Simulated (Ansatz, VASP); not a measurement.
WS2 in VASP and in Ansatz

```
W S
1.0
     1.58589    0.91561    6.23747
    -1.58589    0.91561    6.23747
     0.00000   -1.83122    6.23747
W S
1 2
Direct
  0.99999 0.99999 0.99999
  0.41680 0.41680 0.41680
  0.24988 0.24988 0.24988
```

Alike in both runs: task single point; functional r2SCAN; k mesh 8 × 8 × 8; no spin polarisation.

|  | VASP | Ansatz |
| --- | --- | --- |
| version | VASP 6.6.1 | Ansatz 0.2.0 |
| potentials or method | VASP PAW PBE potentials, release 64 (W_sv, S) | plane waves, PAW |
| plane-wave cutoff (eV) | 520 | 500 |
| occupations | gaussian, width 0.01 eV | fixed |
| valence electrons in the cell | 26 | 26 |

```tsv
	VASP	Ansatz	Ansatz less VASP
gap on the k mesh at the Fermi level (eV)	1.35	1.33	-0.014
```

VASP's potentials were made for PBE, not for r2SCAN.

Spin-orbit coupling is off throughout.
